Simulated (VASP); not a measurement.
# Li (Cmce) in VASP: single point with PBE

Aim: the single point of Li with PBE.

All numbers are computed with VASP 6.6.1; they aren't measurements. Logs are shortened: lines on timing, memory, paths and dates and some standing lists are left out, and cuts for length are marked.

## (1) The cell of the first run

The typed cell holds 12 atoms: a = 8.208 Å, b = 8.208 Å, c = 5.518 Å, α = 90.00°, β = 90.00°, γ = 41.09°.

## (2) Single point, PBE

The input, INCAR:

```
SYSTEM = Li
  ALGO = Fast
  EDIFF = 1E-6
  ENCUT = 520
  GGA = PE
  ISIF = 2
  ISMEAR = 0
  LASPH = .True.
  LCHARG = .False.
  LREAL = .False.
  LWAVE = .False.
  NBANDS = 30
  NELM = 80
  PREC = Accurate
  SIGMA = 0.1
```

The input, KPOINTS:

```
k-points
0
Gamma
  8 8 8
  0 0 0
```

The input, POSCAR:

```
Li
1.0
    7.6861018716     -2.8804899036      0.0000000000
    7.6861018716      2.8804899036      0.0000000000
    0.0000000000      0.0000000000      5.5184797548
Li
12
Direct
    0.7501681403      0.2498318597     -0.0001329522
    0.2498318597      0.7501681403      1.0001329522
    0.7498318597      0.2501681403      0.4998670478
    0.2501681403      0.7498318597      0.5001329522
    0.0716119743      0.2494301785      0.2500690324
    0.2494301785      0.0716119743      0.7499309676
    0.7494301785      0.5716119743      0.7500690324
    0.5716119743      0.7494301785      0.2499309676
    0.9283880257      0.7505698215      0.7499309676
    0.7505698215      0.9283880257      0.2500690324
    0.2505698215      0.4283880257      0.2499309676
    0.4283880257      0.2505698215      0.7500690324
```

Potentials or basis: VASP PAW PBE potentials, release 64 (Li_sv).

The run is started by

```bash
cat potpaw_PBE.64/Li_sv/POTCAR > POTCAR
mpirun -np 1 vasp_std > vasp.out
```

OUTCAR:

```text
SYSTEM = Li
   EDIFF = 1E-6
   ENCUT = 520
   GGA = PE
   ISIF = 2
   ISMEAR = 0
   LASPH = .True.
   LREAL = .False.
   NELM = 80
   PREC = Accurate

 ion  position               nearest neighbor table
   1  0.750  0.250  1.000-
   2  0.250  0.750  0.000-
   3  0.750  0.250  0.500-
   4  0.250  0.750  0.500-
   5  0.072  0.249  0.250-
   6  0.249  0.072  0.750-
   7  0.749  0.572  0.750-
   8  0.572  0.749  0.250-
   9  0.928  0.751  0.750-
  10  0.751  0.928  0.250-
  11  0.251  0.428  0.250-
  12  0.428  0.251  0.750-

  LATTYP: Found a base centered orthorhombic cell.
 ALAT       =     5.7609798072
 B/A-ratio  =     2.6683314744
 C/A-ratio  =     0.9579064568

  Lattice vectors:

 A1 = (  -7.6861018716,  -2.8804899036,   0.0000000000)
 A2 = (   7.6861018716,  -2.8804899036,   0.0000000000)
 A3 = (   0.0000000000,   0.0000000000,   5.5184797548)

Analysis of symmetry for initial positions (statically):
=====================================================================
 Subroutine PRICEL returns:
 Original cell was already a primitive cell.

 Routine SETGRP: Setting up the symmetry group for a
 base centered orthorhombic supercell.

 Subroutine GETGRP returns: Found  8 space group operations
 (whereof  4 operations were pure point group operations)
 out of a pool of  8 trial point group operations.

The static configuration has the point symmetry C_2h.
 The point group associated with its full space group is D_2h.

Analysis of symmetry for dynamics (positions and initial velocities):
=====================================================================
 Subroutine PRICEL returns:
 Original cell was already a primitive cell.

 Routine SETGRP: Setting up the symmetry group for a
 base centered orthorhombic supercell.

 Subroutine GETGRP returns: Found  8 space group operations
 (whereof  4 operations were pure point group operations)
 out of a pool of  8 trial point group operations.

The dynamic configuration has the point symmetry C_2h.
 The point group associated with its full space group is D_2h.

 Subroutine INISYM returns: Found  8 space group operations
 (whereof  4 operations are pure point group operations),
 and found     1 'primitive' translations

----------------------------------------------------------------------------------------

                                     Primitive cell

  volume of cell :     244.3554

  direct lattice vectors                    reciprocal lattice vectors
     7.686101872 -2.880489904  0.000000000     0.065052482 -0.173581584  0.000000000
     7.686101872  2.880489904  0.000000000     0.065052482  0.173581584  0.000000000
     0.000000000  0.000000000  5.518479755     0.000000000  0.000000000  0.181209327

  length of vectors
     8.208129145  8.208129145  5.518479755     0.185370957  0.185370957  0.181209327

  position of ions in fractional coordinates (direct lattice)
     0.750168140  0.249831860  0.999867048
     0.249831860  0.750168140  0.000132952
     0.749831860  0.250168140  0.499867048
     0.250168140  0.749831860  0.500132952
     0.071611974  0.249430178  0.250069032
     0.249430178  0.071611974  0.749930968
     0.749430178  0.571611974  0.750069032
     0.571611974  0.749430178  0.249930968
     0.928388026  0.750569822  0.749930968
     0.750569822  0.928388026  0.250069032
     0.250569822  0.428388026  0.249930968
     0.428388026  0.250569822  0.750069032

  ion indices of the primitive-cell ions
   primitive index   ion index
                 1           1
                 2           2
                 3           3
                 4           4
                 5           5
                 6           6
                 7           7
                 8           8
                 9           9
                10          10
                11          11
                12          12

----------------------------------------------------------------------------------------

 KPOINTS: k-points

Automatic generation of k-mesh.
 Grid dimensions read from file:
 generate k-points for:    8    8    8

 Generating k-lattice:

  Cartesian coordinates                     Fractional coordinates (reciprocal lattice)
     0.008131560 -0.021697698  0.000000000     0.125000000  0.000000000  0.000000000
     0.008131560  0.021697698  0.000000000     0.000000000  0.125000000  0.000000000
     0.000000000  0.000000000  0.022651166     0.000000000  0.000000000  0.125000000

  Length of vectors
     0.023171370  0.023171370  0.022651166

  Shift w.r.t. Gamma in fractional coordinates (k-lattice)
     0.000000000  0.000000000  0.000000000

 Subroutine IBZKPT returns following result:
 ===========================================

 Found    105 irreducible k-points:

 Following reciprocal coordinates:
            Coordinates               Weight
  0.000000  0.000000  0.000000      1.000000
  0.125000  0.000000  0.000000      4.000000
  0.250000  0.000000  0.000000      4.000000
  0.375000  0.000000  0.000000      4.000000
  0.500000  0.000000  0.000000      2.000000
  0.125000  0.125000  0.000000      2.000000
[... 16 lines left out ...]
  0.125000  0.000000  0.125000      8.000000
  0.250000  0.000000  0.125000      8.000000
 [... further k-points ...]
   k-points           NKPTS =    105   k-points in BZ     NKDIM =    105   number of bands    NBANDS=     30
   number of dos      NEDOS =    301   number of ions     NIONS =     12
   total plane-waves  NPLWV = 172032
   dimension x,y,z NGX =    64 NGY =   64 NGZ =   42
   dimension x,y,z NGXF=   128 NGYF=  128 NGZF=   84
   ions per type =              12
   NGX,Y,Z   is equivalent  to a cutoff of  12.96, 12.96, 12.65 a.u.
   NGXF,Y,Z  is equivalent  to a cutoff of  25.92, 25.92, 25.31 a.u.
 SYSTEM =  Li
   PREC   = accura    normal or accurate (medium, high low for compatibility)
   ISTART =      0    job   : 0-new  1-cont  2-samecut
   ICHARG =      2    charge: 1-file 2-atom 10-const
   ISPIN  =      1    spin polarized calculation?
   LNONCOLLINEAR =      F non collinear calculations
   LSORBIT =      F    spin-orbit coupling
   LASPH  =      T    aspherical Exc in radial PAW
   ENCUT  =  520.0 eV  38.22 Ry    6.18 a.u.  15.26 15.26 10.26*2*pi/ulx,y,z
   NELM   =     80;   NELMIN=  2; NELMDL= -5     # of ELM steps
   EDIFF  = 0.1E-05   stopping-criterion for ELM
   LREAL  =      F    real-space projection
   EDIFFG = 0.1E-04   stopping-criterion for IOM
   NSW    =      0    number of steps for IOM
   IBRION =     -1    ionic relax: 0-MD 1-quasi-New 2-CG
   NFREE  =      0    steps in history (QN), initial steepest desc. (CG)
   ISIF   =      2    stress and relaxation
   ISYM   =      2    0-nonsym 1-usesym 2-fastsym
   POTIM  = 0.5000    time-step for ionic-motion
   TEBEG  =    0.0;   TEEND  =   0.0 temperature during run
   PSTRESS=    0.0 pullay stress
   NELECT =      36.0000    total number of electrons
   NUPDOWN=      -1.0000    fix difference up-down
   EMIN   =  10.00;   EMAX   =-10.00  energy-range for DOS
   EFERMI =   0.00;   METHOD = LEGACY
   ISMEAR =     0;   SIGMA  =   0.10  broadening in eV -4-tet -1-fermi 0-gaus
   EFERMI_NEDOS =   21; number of points for ismear=-14 and -15
   IALGO  =     68    algorithm
   IMIX   =      4    mixing-type and parameters
     AMIX     =   0.40;   BMIX     =  1.00
     AMIX_MAG =   1.60;   BMIX_MAG =  1.00
  volume/ion in A,a.u.               =      20.36       137.42
  Fermi-wavevector in a.u.,A,eV,Ry     =   0.864639  1.633932 10.171733  0.747601
  Thomas-Fermi vector in A             =   1.982766
   LORBIT       =      0    0 simple, 1 ext, 2 COOP (PROOUT), +10 PAW based schemes
   GGA     = PE    functional components
   LHFCALC =     F    Hartree Fock is set to
   AEXX    =    0.0000 exact exchange contribution
   IVDW    =     0    specifies the selected vdW correction
   LEPSILON=     F    determine dielectric tensor
   LRPA    =     F    only Hartree local field effects (RPA)
 non-spin polarized calculation
 RMM-DIIS sequential band-by-band and
 Gauss-broadening in eV      SIGMA  =   0.10
  energy-cutoff  :      520.00
  volume of cell :      244.36
 maximum number of plane-waves:      6611
 NGX is ok and might be reduce to    64
   NGX = 31   NGY = 31   NGZ = 21

 number of electron      35.9999890 magnetization

 Free energy of the ion-electron system (eV)
  ---------------------------------------------------
  ext. energy  EPLUGINS =         0.00000000
  ---------------------------------------------------
  free energy    TOTEN  =       -22.36954134 eV

  energy without entropy =      -22.33979174  energy(sigma->0) =      -22.35466654

 E-fermi :   0.5814     XC(G=0):  -7.0294

 val. band max:        0.5661781548   @ k =   0.1250   0.1250   0.2500
 cond. band min:       0.5884659872   @ k =   0.2500   0.2500   0.2500
 fundamental gap:      0.0222878324
 Fermi energy:         0.5813993568

 k-point     1 :       0.0000    0.0000    0.0000
  band No.  band energies     occupation
      1     -46.0457      2.00000
      2     -46.0355      2.00000
      3     -46.0336      2.00000
      4     -46.0312      2.00000
      5     -46.0244      2.00000
      6     -46.0241      2.00000
[... 22 lines left out ...]
     29       4.6584      0.00000
     30       4.6915      0.00000

 k-point     2 :       0.1250    0.0000    0.0000
  band No.  band energies     occupation
      1     -46.0452      2.00000
      2     -46.0350      2.00000
      3     -46.0333      2.00000
      4     -46.0318      2.00000
      5     -46.0245      2.00000
      6     -46.0240      2.00000
[... 718 lines left out ...]
 k-point    24 :       0.2500    0.0000    0.1250
  band No.  band energies     occupation
      1     -46.0432      2.00000
      2     -46.0332      2.00000
      3     -46.0330      2.00000
      4     -46.0326      2.00000
      5     -46.0258      2.00000
      6     -46.0238      2.00000
[... 22 lines left out ...]
     29       5.0307      0.00000
     30       5.0472      0.00000

 [... further k-points ...]

------------------------ aborting loop because EDIFF is reached ----------------------------------------

  FORCE on cell =-STRESS in cart. coord.  units (eV):
  Direction    XX          YY          ZZ          XY          YZ          ZX
  --------------------------------------------------------------------------------------
  -------------------------------------------------------------------------------------
  Total       -0.1206264     -0.1190325     -0.1355700      0.0000000      0.0000000      0.0000000
  in kB       -0.7909171     -0.7804662     -0.8888987      0.0000000      0.0000000      0.0000000
  external PRESSURE =      -0.8200940 kB  Pullay stress =       0.0000000 kB

 VOLUME and BASIS-vectors are now :
 -----------------------------------------------------------------------------
  energy-cutoff  :      520.00
  volume of cell :      244.36
      direct lattice vectors                 reciprocal lattice vectors
     7.686101872 -2.880489904  0.000000000     0.065052482 -0.173581584  0.000000000
     7.686101872  2.880489904  0.000000000     0.065052482  0.173581584  0.000000000
     0.000000000  0.000000000  5.518479755     0.000000000  0.000000000  0.181209327

 POSITION                                       TOTAL-FORCE (eV/Angst)
 -----------------------------------------------------------------------------------
      7.68610     -1.44121      5.51775         0.000000      0.002209     -0.000090
      7.68610      1.44121      0.00073         0.000000     -0.002209      0.000090
      7.68610     -1.43928      2.75851         0.000000     -0.002209     -0.000090
      7.68610      1.43928      2.75997         0.000000      0.002209      0.000090
      2.46756      0.51220      1.38000         0.000863      0.000087     -0.000554
      2.46756     -0.51220      4.13848         0.000863     -0.000087      0.000554
     10.15366     -0.51220      4.13924         0.000863     -0.000087     -0.000554
     10.15366      0.51220      1.37924         0.000863      0.000087      0.000554
     12.90464     -0.51220      4.13848        -0.000863     -0.000087      0.000554
     12.90464      0.51220      1.38000        -0.000863      0.000087     -0.000554
      5.21854      0.51220      1.37924        -0.000863      0.000087      0.000554
      5.21854     -0.51220      4.13924        -0.000863     -0.000087     -0.000554
 -----------------------------------------------------------------------------------
    total drift:                                0.000000     -0.000000     -0.000000

  FREE ENERGIE OF THE ION-ELECTRON SYSTEM (eV)
  ---------------------------------------------------
  free  energy   TOTEN  =       -22.3695413408 eV

  energy  without entropy=      -22.3397917442  energy(sigma->0) =      -22.35466654
```

It took 44 min on 1 thread of Oxide Virtual Turin-like, shared host; peak memory 0.69 GiB.

Results:

| Item | Value |
| --- | --- |
| Free energy | -22.3695 eV |
| Band gap on the k mesh | zero (bands 18 and 19 overlap by 1.45 eV) |

Forces on the atoms (eV/Å):
```
Li   0.000  0.002  0.000
Li   0.000 -0.002  0.000
Li   0.000 -0.002  0.000
Li   0.000  0.002  0.000
Li   0.001  0.000 -0.001
Li   0.001  0.000  0.001
Li   0.001  0.000 -0.001
Li   0.001  0.000  0.001
Li  -0.001  0.000  0.001
Li  -0.001  0.000 -0.001
Li  -0.001  0.000  0.001
Li  -0.001  0.000 -0.001
```

Caveat: the cutoff is under 1.25 times the usual one of these potentials, so pressure, stress and relaxed cells hold a basis-set (Pulay) error.

The gap in the log of VASP goes by the Fermi energy; the results here count the filled bands.